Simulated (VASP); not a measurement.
# Ir (P6/mmm) in VASP: a series of runs, part 2 of 2

VASP 6.6.1.

### Step 3. Single point, LDA

Input file INCAR:

```
PREC     = Accurate       # precision mode
ENCUT    = 520            # plane-wave cutoff, eV
EDIFF    = 1E-7           # SCF threshold, eV
ISMEAR   = -1             # smearing method
SIGMA    = 0.08           # smearing width, eV
LREAL    = False          # projectors in reciprocal space
LASPH    = True           # aspherical terms in the spheres
NELM     = 60             # most SCF steps
ALGO     = Normal         # electronic algorithm
ISIF     = 2              # what is computed and relaxed
LWAVE    = False          # write WAVECAR
LCHARG   = True           # write CHGCAR
LELF     = True           # ELF
LVHAR    = True         
NBANDS   = 10             # bands
```

Input file KPOINTS:

```
regular mesh
0
Gamma
  18 18 16
```

Input file POSCAR:

```
Ir
1.0
    2.5020658040      0.0000000000      0.0000000000
   -1.2510329020      2.1668525482      0.0000000000
    0.0000000000      0.0000000000      2.4156411566
Ir
1
Direct
    0.0000000000      0.0000000000      0.0000000000
```

Potentials or basis: VASP PAW LDA potentials, release 64 (Ir).

Command:

```
> cat potpaw_LDA.64/Ir/POTCAR > POTCAR
> mpirun -np 1 vasp_std > vasp.out
```

OUTCAR:

```text
PREC = Accurate
   ENCUT = 520
   EDIFF = 1E-7
   ISMEAR = -1
   LREAL = False
   LASPH = True
   NELM = 60
   ISIF = 2

 ion  position               nearest neighbor table
   1  0.000  0.000  0.000-

  LATTYP: Found a hexagonal cell.
 ALAT       =     2.5020658040
 C/A-ratio  =     0.9654586833

  Lattice vectors:

 A1 = (   2.5020658040,   0.0000000000,   0.0000000000)
 A2 = (  -1.2510329020,   2.1668525482,   0.0000000000)
 A3 = (   0.0000000000,   0.0000000000,   2.4156411566)

Analysis of symmetry for initial positions (statically):
=====================================================================
 Subroutine PRICEL returns:
 Original cell was already a primitive cell.

 Routine SETGRP: Setting up the symmetry group for a
 hexagonal supercell.

 Subroutine GETGRP returns: Found 24 space group operations
 (whereof 24 operations were pure point group operations)
 out of a pool of 24 trial point group operations.

The static configuration has the point symmetry D_6h.

Analysis of symmetry for dynamics (positions and initial velocities):
=====================================================================
 Subroutine PRICEL returns:
 Original cell was already a primitive cell.

 Routine SETGRP: Setting up the symmetry group for a
 hexagonal supercell.

 Subroutine GETGRP returns: Found 24 space group operations
 (whereof 24 operations were pure point group operations)
 out of a pool of 24 trial point group operations.

The dynamic configuration has the point symmetry D_6h.

 Subroutine INISYM returns: Found 24 space group operations
 (whereof 24 operations are pure point group operations),
 and found     1 'primitive' translations

----------------------------------------------------------------------------------------
[... 112 lines left out ...]
  volume/ion in A,a.u.               =      13.10        88.38
  Fermi-wavevector in a.u.,A,eV,Ry     =   1.444671  2.730032 28.396354  2.087073
  Thomas-Fermi vector in A             =   2.562939
   LORBIT       =      0    0 simple, 1 ext, 2 COOP (PROOUT), +10 PAW based schemes
   GGA     = CA    functional components
   LHFCALC =     F    Hartree Fock is set to
   AEXX    =    0.0000 exact exchange contribution
   IVDW    =     0    specifies the selected vdW correction
   LEPSILON=     F    determine dielectric tensor
   LRPA    =     F    only Hartree local field effects (RPA)
 non-spin polarized calculation
  energy-cutoff  :      520.00
  volume of cell :       13.10
 maximum number of plane-waves:       369
 NGX is ok and might be reduce to    20

 number of electron       9.0000000 magnetization

 Free energy of the ion-electron system (eV)
  ---------------------------------------------------
  ext. energy  EPLUGINS =         0.00000000
  ---------------------------------------------------
  free energy    TOTEN  =        -9.32731666 eV

  energy without entropy =       -9.31096963  energy(sigma->0) =       -9.31914315

 E-fermi :  11.3423     XC(G=0): -14.4938

 val. band max:       11.3369688020   @ k =   0.3333   0.2222   0.0000
 cond. band min:      11.3479539334   @ k =   0.0556   0.0556   0.2500
 fundamental gap:      0.0109851314
 Fermi energy:        11.3422573253

 k-point     1 :       0.0000    0.0000    0.0000
  band No.  band energies     occupation
      1      -0.1161      2.00000
      2       3.3924      2.00000
      3       7.3226      2.00000
      4       7.3226      2.00000
      5      13.4095      0.00000
      6      13.4095      0.00000
      7      26.4544      0.00000
      8      27.5868      0.00000
      9      35.2898      0.00000
     10      35.2898      0.00000
[... 287 lines left out ...]
 k-point    24 :       0.3889    0.1111    0.0000
  band No.  band energies     occupation
      1       3.1509      2.00000
      2       4.7790      2.00000
      3       9.3024      2.00000
      4       9.4601      2.00000
      5      12.1501      0.00008
      6      14.9227      0.00000
      7      20.4181      0.00000
      8      25.0569      0.00000
      9      30.9497      0.00000
     10      36.2101      0.00000

 [... further k-points ...]

------------------------ aborting loop because EDIFF is reached ----------------------------------------

  FORCE on cell =-STRESS in cart. coord.  units (eV):
  Direction    XX          YY          ZZ          XY          YZ          ZX
  --------------------------------------------------------------------------------------
  -------------------------------------------------------------------------------------
  Total        5.8755696      5.8755696      5.7538318      0.0000000     -0.0000000      0.0000000
  in kB      718.7867259    718.7867258    703.8939585      0.0000000     -0.0000000      0.0000000
  external PRESSURE =     713.8224701 kB  Pullay stress =       0.0000000 kB

 VOLUME and BASIS-vectors are now :
 -----------------------------------------------------------------------------
  energy-cutoff  :      520.00
  volume of cell :       13.10
      direct lattice vectors                 reciprocal lattice vectors
     2.502065804  0.000000000  0.000000000     0.399669744  0.230749434  0.000000000
    -1.251032902  2.166852548  0.000000000     0.000000000  0.461498869  0.000000000
     0.000000000  0.000000000  2.415641157     0.000000000  0.000000000  0.413968771

 POSITION                                       TOTAL-FORCE (eV/Angst)
 -----------------------------------------------------------------------------------
      0.00000      0.00000      0.00000         0.000000      0.000000      0.000000
 -----------------------------------------------------------------------------------
    total drift:                                0.000000      0.000000      0.000000

  FREE ENERGIE OF THE ION-ELECTRON SYSTEM (eV)
  ---------------------------------------------------
  free  energy   TOTEN  =        -9.3273166577 eV

  energy  without entropy=       -9.3109696339  energy(sigma->0) =       -9.31914315
```

OSZICAR:

```text
N       E                     dE             d eps       ncg     rms          rms(c)
DAV:   1     0.493710212429E+02    0.49371E+02   -0.44525E+03  6708   0.833E+02
DAV:   2    -0.891163900453E+01   -0.58283E+02   -0.55776E+02  6862   0.204E+02
DAV:   3    -0.977440255848E+01   -0.86276E+00   -0.85909E+00  8108   0.304E+01
DAV:   4    -0.978256020540E+01   -0.81576E-02   -0.81560E-02  8042   0.266E+00
DAV:   5    -0.978271624813E+01   -0.15604E-03   -0.15604E-03  8002   0.335E-01    0.205E+01
DAV:   6    -0.942900869144E+01    0.35371E+00   -0.46825E-01  8202   0.845E+00    0.951E+00
DAV:   7    -0.933425623150E+01    0.94752E-01   -0.18954E-01  9036   0.486E+00    0.155E+00
DAV:   8    -0.932860872524E+01    0.56475E-02   -0.92422E-03  7404   0.145E+00    0.844E-01
DAV:   9    -0.932730935310E+01    0.12994E-02   -0.45314E-04  7432   0.288E-01    0.292E-02
DAV:  10    -0.932731650186E+01   -0.71488E-05   -0.45361E-06  8080   0.180E-02    0.627E-03
DAV:  11    -0.932731665968E+01   -0.15782E-06   -0.11762E-07  7962   0.282E-03    0.265E-03
DAV:  12    -0.932731665766E+01    0.20167E-08   -0.45939E-09  4130   0.933E-04
   1 F= -.93273167E+01 E0= -.93191431E+01  d E =-.163470E-01
```

stdout:

```text
POSCAR found type information on POSCAR Ir
 POSCAR found :  1 types and       1 ions
 scaLAPACK will be used
 LDA part: xc-table for (Slater(with rela. corr.)+CA(PZ))
 , standard interpolation
 POSCAR, INCAR and KPOINTS ok, starting setup
 FFT: planning ... GRIDC
 FFT: planning ... GRID_SOFT
 FFT: planning ... GRID
 WAVECAR not read
 entering main loop
```

Wall time 54 s (1 thread of Intel Xeon 8259CL, shared host); peak memory 0.16 GiB.

What came out:

- Free energy: -9.3273 eV
- Pressure: 71.4 GPa
- Band gap on the k mesh: zero (an odd number of electrons rules out a gap without spin polarisation)

Caveat: the cell stands under pressure; spin-orbit coupling is left out, which moves the levels of the heavy elements.

### Step 4. Single point, LDA

This run uses another cell than the first one: it holds 3 atoms, not 1.

Input file INCAR:

```
PREC = Accurate
ENCUT = 520
EDIFF = 1E-7
ISMEAR = -1
SIGMA = 0.08
LREAL = F
LASPH = T
NELM = 60
ALGO = Normal
ISIF = 2
LWAVE = F
LCHARG = F
GGA = CA
NBANDS = 20
```

Input file KPOINTS:

```
Automatic mesh
0
Gamma
  9 9 12
```

Input file POSCAR:

```
Ir
1.0
    4.1392202465      0.0000000000      0.0000000000
   -2.0696101233      3.5846698853      0.0000000000
    0.0000000000      0.0000000000      2.5305931273
Ir
3
Direct
    0.0000000000      0.0000000000      0.0000000000
    0.3333333333      0.6666666667      0.5000000000
    0.6666666667      0.3333333333      0.5000000000
```

Command:

```
> cat potpaw_LDA.64/Ir/POTCAR > POTCAR
> mpirun -np 1 vasp_std > vasp.out
```

Wall time 65 s (1 thread of Intel Xeon 8259CL, shared host); peak memory 0.18 GiB.

Results (log left out):

| Property | Result |
| --- | --- |
| Free energy | -28.8530 eV |
| Pressure | 72.0 GPa |
| Band gap on the k mesh | zero (an odd number of electrons rules out a gap without spin polarisation) |

Stress tensor (GPa, compression positive):
```
72.08  0.00  0.00
 0.00 72.08  0.00
 0.00  0.00 71.87
```

Levels at points of the mesh, in eV from the Fermi level:
```tsv
k point	band 11	band 12	band 13	band 14	band 15	band 16	band 17	band 18
(0.00, 0.00, 0.00)	-2.53	-2.53	-2.50	-2.50	1.61	1.61	7.18	8.52
(0.00, 0.00, 0.50)	0.04	0.04	0.84	0.84	2.88	3.73	4.19	8.93
```

Caveat: the cell stands under pressure; spin-orbit coupling is left out, which moves the levels of the heavy elements.

### Step 5. Single point, LDA

This run uses another cell than the first one: it holds 3 atoms, not 1.

Input file INCAR:

```
ALGO = Normal ; EDIFF = 1E-6
ENCUT = 520 ; GGA = CA
ISIF = 2 ; ISMEAR = -1
LASPH = T ; LCHARG = T
LELF = T ; LREAL = F
LVHAR = T ; LWAVE = F
NBANDS = 20 ; NELM = 80
PREC = Accurate ; SIGMA = 0.08
```

Input file KPOINTS:

```
k-points
0
Gamma
  9 9 12
```

Input file POSCAR:

```
Ir
1.0
    4.1389136468      0.0000000000      0.0000000000
   -2.0694568234      3.5844043622      0.0000000000
    0.0000000000      0.0000000000      2.5305340780
Ir
3
Direct
    0.0000000000      0.0000000000      0.0000000000
    0.3333333333      0.6666666667      0.5000000000
    0.6666666667      0.3333333333      0.5000000000
```

Potentials or basis: VASP PAW LDA potentials, release 64 (Ir).

Command:

```
> cat potpaw_LDA.64/Ir/POTCAR > POTCAR
> mpirun -np 1 vasp_std > vasp.out
```

OUTCAR:

```text
EDIFF = 1E-6
   ENCUT = 520
   GGA = CA
   ISIF = 2
   ISMEAR = -1
   LASPH = T
   LREAL = F
   NELM = 80
   PREC = Accurate

 ion  position               nearest neighbor table
   1  0.000  0.000  0.000-   2 2.70   3 2.70   2 2.70   3 2.70   3 2.70   3 2.70   2 2.70   2 2.70
                             3 2.70   3 2.70   2 2.70   2 2.70
   2  0.333  0.667  0.500-   3 2.39   3 2.39   3 2.39   1 2.70   1 2.70   1 2.70   1 2.70   1 2.70
                             1 2.70
[... 753 lines left out ...]
  Direction    XX          YY          ZZ          XY          YZ          ZX
  --------------------------------------------------------------------------------------
  -------------------------------------------------------------------------------------
  Total       16.9144662     16.9144662     16.8563140      0.0000000     -0.0000000      0.0000000
  in kB      721.8605808    721.8605808    719.3788124      0.0000000     -0.0000000      0.0000000
  external PRESSURE =     721.0333247 kB  Pullay stress =       0.0000000 kB

 VOLUME and BASIS-vectors are now :
 -----------------------------------------------------------------------------
  energy-cutoff  :      520.00
  volume of cell :       37.54
      direct lattice vectors                 reciprocal lattice vectors
     4.138913647  0.000000000  0.000000000     0.241609293  0.139493190  0.000000000
    -2.069456823  3.584404362  0.000000000     0.000000000  0.278986381  0.000000000
     0.000000000  0.000000000  2.530534078     0.000000000  0.000000000  0.395173497

 POSITION                                       TOTAL-FORCE (eV/Angst)
 -----------------------------------------------------------------------------------
      0.00000      0.00000      0.00000         0.000000      0.000000      0.000000
     -0.00000      2.38960      1.26527        -0.000000      0.000000      0.000000
      2.06946      1.19480      1.26527         0.000000      0.000000      0.000000
 -----------------------------------------------------------------------------------
    total drift:                               -0.000000      0.000000      0.000000

  FREE ENERGIE OF THE ION-ELECTRON SYSTEM (eV)
  ---------------------------------------------------
  free  energy   TOTEN  =       -28.8500735712 eV

  energy  without entropy=      -28.7721444470  energy(sigma->0) =      -28.81110901
```

It took 54 s on 1 thread of Intel Xeon 8259CL, shared host; peak memory 0.18 GiB.

Results:

| Quantity | Value |
| --- | --- |
| Free energy | -28.8501 eV |
| Pressure | 72.1 GPa |
| Band gap on the k mesh | zero (an odd number of electrons rules out a gap without spin polarisation) |

Stress tensor (GPa, compression positive):
```
72.19  0.00  0.00
 0.00 72.19  0.00
 0.00  0.00 71.94
```

Levels at points of the mesh, in eV from the Fermi level:
```
           k point  band 11  band 12  band 13  band 14  band 15  band 16  band 17  band 18
(0.00, 0.00, 0.00)    -2.53    -2.53    -2.50    -2.50     1.61     1.61     7.18     8.52
(0.00, 0.00, 0.50)     0.04     0.04     0.84     0.84     2.88     3.73     4.19     8.93
```

Caveat: the cell stands under pressure; spin-orbit coupling is left out, which moves the levels of the heavy elements.
